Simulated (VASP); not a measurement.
# Os (P6_3/mmc) in VASP: settings compared

Aim: see how the results for Os move with the level of theory and the settings. Levels: PBEsol, PBE. Tasks: single point.

All numbers are computed with VASP 6.6.1; they aren't measurements. Logs are shortened: lines on timing, memory, paths and dates and some standing lists are left out, and cuts for length are marked.

**1. The cell of the first run**

It takes space group P6_3/mmc (No. 194, hexagonal). The conventional cell has a = 2.716 Å, b = 2.716 Å, c = 4.291 Å, α = 90.00°, β = 90.00°, γ = 120.00°. Within 3.5 Å of Os (site symmetry -6m2) lie 12 Os at 2.66 to 2.72 Å.

**2. Single point, PBEsol**

Contents of INCAR:

```
PREC = Accurate
ENCUT = 520
EDIFF = 1E-6
ISMEAR = -1
SIGMA = 0.05
LREAL = F
LASPH = T
NELM = 60
ALGO = Fast
ISIF = 2
LWAVE = F
LCHARG = F
GGA = PS
NBANDS = 15
```

Contents of KPOINTS:

```
regular mesh
0
Gamma
  11 11 6
```

Contents of POSCAR:

```
Os
1.0
    2.7157497827      0.0000000000      0.0000000000
   -1.3578748913      2.3519083021      0.0000000000
    0.0000000000      0.0000000000      4.2907078513
Os
2
Direct
    0.6666666667      0.3333333333      0.7500000000
    0.3333333333      0.6666666667      0.2500000000
```

Potentials or basis: VASP PAW PBE potentials, release 64 (Os).

The run is started by

```console
$ cat potpaw_PBE.64/Os/POTCAR > POTCAR
$ mpirun -np 1 vasp_std > vasp.out
```

OUTCAR:

```text
PREC = Accurate
   ENCUT = 520
   EDIFF = 1E-6
   ISMEAR = -1
   LREAL = F
   LASPH = T
   NELM = 60
   ISIF = 2
   GGA = PS

 ion  position               nearest neighbor table
   1  0.667  0.333  0.750-   2 2.66   2 2.66   2 2.66   2 2.66   2 2.66   2 2.66
   2  0.333  0.667  0.250-   1 2.66   1 2.66   1 2.66   1 2.66   1 2.66   1 2.66

  LATTYP: Found a hexagonal cell.
 ALAT       =     2.7157497827
 C/A-ratio  =     1.5799348963

  Lattice vectors:

 A1 = (   2.7157497827,   0.0000000000,   0.0000000000)
 A2 = (  -1.3578748913,   2.3519083021,   0.0000000000)
 A3 = (   0.0000000000,   0.0000000000,   4.2907078513)

Analysis of symmetry for initial positions (statically):
=====================================================================
 Subroutine PRICEL returns:
 Original cell was already a primitive cell.

 Routine SETGRP: Setting up the symmetry group for a
 hexagonal supercell.

 Subroutine GETGRP returns: Found 24 space group operations
 (whereof 12 operations were pure point group operations)
 out of a pool of 24 trial point group operations.

The static configuration has the point symmetry D_3d.
 The point group associated with its full space group is D_6h.

Analysis of symmetry for dynamics (positions and initial velocities):
=====================================================================
 Subroutine PRICEL returns:
 Original cell was already a primitive cell.

 Routine SETGRP: Setting up the symmetry group for a
 hexagonal supercell.

 Subroutine GETGRP returns: Found 24 space group operations
 (whereof 12 operations were pure point group operations)
 out of a pool of 24 trial point group operations.

The dynamic configuration has the point symmetry D_3d.
 The point group associated with its full space group is D_6h.

 Subroutine INISYM returns: Found 24 space group operations
 (whereof 12 operations are pure point group operations),
 and found     1 'primitive' translations

----------------------------------------------------------------------------------------

                                     Primitive cell

  volume of cell :      27.4056

  direct lattice vectors                    reciprocal lattice vectors
     2.715749783  0.000000000  0.000000000     0.368222436  0.212593322  0.000000000
    -1.357874891  2.351908302  0.000000000     0.000000000  0.425186645  0.000000000
     0.000000000  0.000000000  4.290707851     0.000000000  0.000000000  0.233061778

  length of vectors
     2.715749783  2.715749783  4.290707851     0.425186645  0.425186645  0.233061778

  position of ions in fractional coordinates (direct lattice)
     0.666666667  0.333333333  0.750000000
[... 91 lines left out ...]
   EMIN   =  10.00;   EMAX   =-10.00  energy-range for DOS
   EFERMI =   0.00;   METHOD = LEGACY
   ISMEAR =    -1;   SIGMA  =   0.05  broadening in eV -4-tet -1-fermi 0-gaus
   EFERMI_NEDOS =   21; number of points for ismear=-14 and -15
   IALGO  =     68    algorithm
   IMIX   =      4    mixing-type and parameters
     AMIX     =   0.40;   BMIX     =  1.00
     AMIX_MAG =   1.60;   BMIX_MAG =  1.00
  volume/ion in A,a.u.               =      13.70        92.47
  Fermi-wavevector in a.u.,A,eV,Ry     =   1.368259  2.585635 25.471929  1.872134
  Thomas-Fermi vector in A             =   2.494239
   LORBIT       =      0    0 simple, 1 ext, 2 COOP (PROOUT), +10 PAW based schemes
   GGA     = PS    functional components
   LHFCALC =     F    Hartree Fock is set to
   AEXX    =    0.0000 exact exchange contribution
   IVDW    =     0    specifies the selected vdW correction
   LEPSILON=     F    determine dielectric tensor
   LRPA    =     F    only Hartree local field effects (RPA)
 non-spin polarized calculation
 RMM-DIIS sequential band-by-band and
  energy-cutoff  :      520.00
  volume of cell :       27.41
 maximum number of plane-waves:       752
   NGX = 11   NGY = 11   NGZ = 15

 number of electron      15.9999998 magnetization

 Free energy of the ion-electron system (eV)
  ---------------------------------------------------
  ext. energy  EPLUGINS =         0.00000000
  ---------------------------------------------------
  free energy    TOTEN  =       -24.46658268 eV

  energy without entropy =      -24.45388083  energy(sigma->0) =      -24.46023175

 E-fermi :   9.5775     XC(G=0): -14.2711

 val. band max:        9.5579301149   @ k =   0.0909   0.0000   0.3333
 cond. band min:       9.6203096566   @ k =   0.0000   0.0000   0.0000
 fundamental gap:      0.0623795417
 Fermi energy:         9.5775434034

 k-point     1 :       0.0000    0.0000    0.0000
  band No.  band energies     occupation
      1      -1.5612      2.00000
      2       1.5994      2.00000
      3       6.4630      2.00000
      4       6.4630      2.00000
      5       6.7240      2.00000
      6       7.3390      2.00000
      7       7.3390      2.00000
      8       8.0128      2.00000
      9       8.0128      2.00000
     10       9.6203      0.59663
     11      11.3727      0.00000
     12      11.3727      0.00000
     13      18.9154      0.00000
     14      23.6518      0.00000
[... 401 lines left out ...]
      2       3.2486      2.00000
      3       4.6926      2.00000
      4       4.9180      2.00000
      5       6.2089      2.00000
      6       6.8491      2.00000
      7       7.4505      2.00000
      8       8.4272      2.00000
      9       9.0587      1.99994
     10       9.4542      1.84343
     11      11.8366      0.00000
     12      15.3241      0.00000
     13      20.3597      0.00000
     14      24.9963      0.00000
     15      26.0443      0.00000

 [... further k-points ...]

------------------------ aborting loop because EDIFF is reached ----------------------------------------

  FORCE on cell =-STRESS in cart. coord.  units (eV):
  Direction    XX          YY          ZZ          XY          YZ          ZX
  --------------------------------------------------------------------------------------
  -------------------------------------------------------------------------------------
  Total        1.1437629      1.1437629      1.2360859      0.0000000     -0.0000000      0.0000000
  in kB       66.8663302     66.8663302     72.2636900      0.0000000     -0.0000000      0.0000000
  external PRESSURE =      68.6654502 kB  Pullay stress =       0.0000000 kB

 VOLUME and BASIS-vectors are now :
 -----------------------------------------------------------------------------
  energy-cutoff  :      520.00
  volume of cell :       27.41
      direct lattice vectors                 reciprocal lattice vectors
     2.715749783  0.000000000  0.000000000     0.368222436  0.212593322  0.000000000
    -1.357874891  2.351908302  0.000000000     0.000000000  0.425186645  0.000000000
     0.000000000  0.000000000  4.290707851     0.000000000  0.000000000  0.233061778

 POSITION                                       TOTAL-FORCE (eV/Angst)
 -----------------------------------------------------------------------------------
      1.35787      0.78397      3.21803         0.000000     -0.000000      0.000000
     -0.00000      1.56794      1.07268        -0.000000      0.000000      0.000000
 -----------------------------------------------------------------------------------
    total drift:                                0.000000     -0.000000     -0.000000

  FREE ENERGIE OF THE ION-ELECTRON SYSTEM (eV)
  ---------------------------------------------------
  free  energy   TOTEN  =       -24.4665826755 eV

  energy  without entropy=      -24.4538808295  energy(sigma->0) =      -24.46023175
```

stdout:

```text
POSCAR found type information on POSCAR Os
 POSCAR found :  1 types and       2 ions
 scaLAPACK will be used
 -----------------------------------------------------------------------------
|                                                                             |
|                                                                             |
|     You enforced a specific xc type in the INCAR file but a different       |
|     I HOPE YOU KNOW WHAT YOU ARE DOING!                                     |
|                                                                             |
 -----------------------------------------------------------------------------

 LDA part: xc-table for (Slater+PW92), standard interpolation
 POSCAR, INCAR and KPOINTS ok, starting setup
 FFT: planning ... GRIDC
 FFT: planning ... GRID_SOFT
 FFT: planning ... GRID
 WAVECAR not read
 entering main loop
```

Wall time 24 s (1 thread of Intel Xeon 8259CL, shared host); peak memory 0.15 GiB.

Results:

- Free energy: -24.4666 eV
- Pressure: 6.9 GPa
- Band gap on the k mesh: zero (bands 8 and 9 overlap by 4.03 eV)

Stress tensor (GPa, compression positive):
```
6.69 0.00 0.00
0.00 6.69 0.00
0.00 0.00 7.23
```

Levels at points of the mesh, in eV from the Fermi level:
| k point | band 6 | band 7 | band 8 | band 9 | band 10 | band 11 |
| --- | --- | --- | --- | --- | --- | --- |
| (0.00, 0.00, 0.00) | -2.24 | -2.24 | -1.56 | -1.56 | 0.04 | 1.80 |
| (0.00, 0.00, 0.50) | -3.31 | -3.31 | -3.31 | 0.98 | 0.98 | 0.98 |

Caveat: the cell stands under pressure; the PAW data sets were made with another functional, which shifts forces and pressure a little; spin-orbit coupling is left out, which moves the levels of the heavy elements.

**3. Single point, PBE**

This run uses another cell than the first one, of 14.28 Å³/atom.

Contents of INCAR:

```
SYSTEM = Os
  PREC = Accurate
  ENCUT = 520
  EDIFF = 1E-6
  ISMEAR = -1
  SIGMA = 0.05
  LREAL = .FALSE.
  LASPH = .TRUE.
  NELM = 60
  ALGO = Normal
  ISIF = 2
  LWAVE = .FALSE.
  LCHARG = .FALSE.
  GGA = PE
  NBANDS = 15
```

Contents of KPOINTS:

```
Automatic mesh
0
G
  11 11 6
  0 0 0
```

Contents of POSCAR:

```
Os
1.0
    2.7538085593      0.0000000000      0.0000000000
   -1.3769042797      2.3848681695      0.0000000000
    0.0000000000      0.0000000000      4.3494051408
Os
2
Direct
    0.6666666667      0.3333333333      0.7500000000
    0.3333333333      0.6666666667      0.2500000000
```

Potentials or basis: VASP PAW PBE potentials, release 64 (Os).

The run is started by

```console
$ cat potpaw_PBE.64/Os/POTCAR > POTCAR
$ mpirun -np 1 vasp_std > vasp.out
```

Wall time 22 s (1 thread of Intel Xeon 8259CL, shared host); peak memory 0.15 GiB.

Results (log left out):

```yaml
Free_energy: -22.4899 eV
Pressure: -0.2 GPa
Band_gap_on_the_k_mesh: zero (bands 8 and 9 overlap by 3.76 eV)
```

Stress tensor (GPa, compression positive):
```
-0.14  0.00  0.00
 0.00 -0.14  0.00
 0.00  0.00 -0.29
```

Levels at points of the mesh, in eV from the Fermi level:
```
           k point  band 5  band 6  band 7  band 8  band 9  band 10  band 11  band 12
(0.00, 0.00, 0.00)   -2.67   -2.10   -2.10   -1.48   -1.48     0.07     1.68     1.68
(0.00, 0.00, 0.50)   -3.11   -3.11   -3.11   -3.11    0.90     0.90     0.90     0.90
```

Caveat: spin-orbit coupling is left out, which moves the levels of the heavy elements.

The gap in the log of VASP goes by the Fermi energy; the results here count the filled bands.